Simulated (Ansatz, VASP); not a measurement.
# One calculation of O, two programs

Contents of INCAR:

```
ALGO     = Normal         # electronic algorithm
EDIFF    = 1E-8           # SCF threshold, eV
ENCUT    = 520            # plane-wave cutoff, eV
GGA      = PE             # functional
ISIF     = 2              # what is computed and relaxed
ISMEAR   = -1             # smearing method
LASPH    = True           # aspherical terms in the spheres
LCHARG   = False          # write CHGCAR
LEFG     = True         
LREAL    = False          # projectors in reciprocal space
LWAVE    = False          # write WAVECAR
NBANDS   = 13             # bands
NELM     = 100            # most SCF steps
PREC     = Accurate       # precision mode
SIGMA    = 0.02           # smearing width, eV
```

The input KPOINTS:

```
k-points
0
Gamma
  10 10 7
```

POSCAR

```
O
1.0
    2.7357900000     -1.7685300000     -0.0197400000
    2.6672100000      1.6604700000     -0.0883200000
   -2.0399498000     -0.0356600000      3.7872898000
O
2
Direct
    0.0640000000      0.0640000000      0.1530000000
    0.9360000000      0.9360000000      0.8470000000
```

Input for Ansatz:

```yaml
crystal:
  lattice:
    - [2.73579, -1.76853, -0.01974]
    - [2.66721, 1.66047, -0.08832]
    - [-2.0399498, -0.03566, 3.7872898]
  atoms:
    - { symbol: O, position: [0.064, 0.064, 0.153] }
    - { symbol: O, position: [0.936, 0.936, 0.847] }
kpoints:
  mp_grid: { grid: [10, 10, 7] }
scf:
  occupations: { method: fermi_dirac, width: 0.02 }
hamiltonian:
  xc: pbe
  pseudopotentials: { kind: all_electron, datasets: crystal }
output:
  forces: true
  stress: true
  eigenvalues: true
  efg: { contact_densities: true }
```

Change from the starting cell: equal xy, yz and zx shear strains of -4 %, crystal datasets.

Alike in both runs: task electric field gradients; functional PBE; k mesh 10 × 10 × 7; occupations fermi-dirac, width 0.02 eV; no spin polarisation.

|  | VASP | Ansatz |
| --- | --- | --- |
| version | VASP 6.6.1 | Ansatz 0.2.0 |
| potentials or method | VASP PAW PBE potentials, release 64 (O), cutoff 520 eV | all-electron PAW with datasets made for the crystal, scalar-relativistic |

|  | VASP | Ansatz | Ansatz less VASP |
| --- | --- | --- | --- |
| pressure (GPa) | 11.7 | 8.2 | -3.52 |
| traceless stress, the component that is largest in VASP (GPa) | 32.42 | 24.84 | -7.583 |
| rms of the force components (eV/Å) | 4.850 | 3.588 | -1.2615 |
| size of Vzz on the site where it differs most (V/Å²) | 113.2 | 107.4 | -5.84 |

Atom by atom the forces differ by 1.262 eV/Å (rms over components). Ansatz ran all-electron here, and VASP with PAW potentials.

Noted on VASP's run: the standard files for N, O and F lose accuracy on very short bonds; spin is off for a triplet molecule.
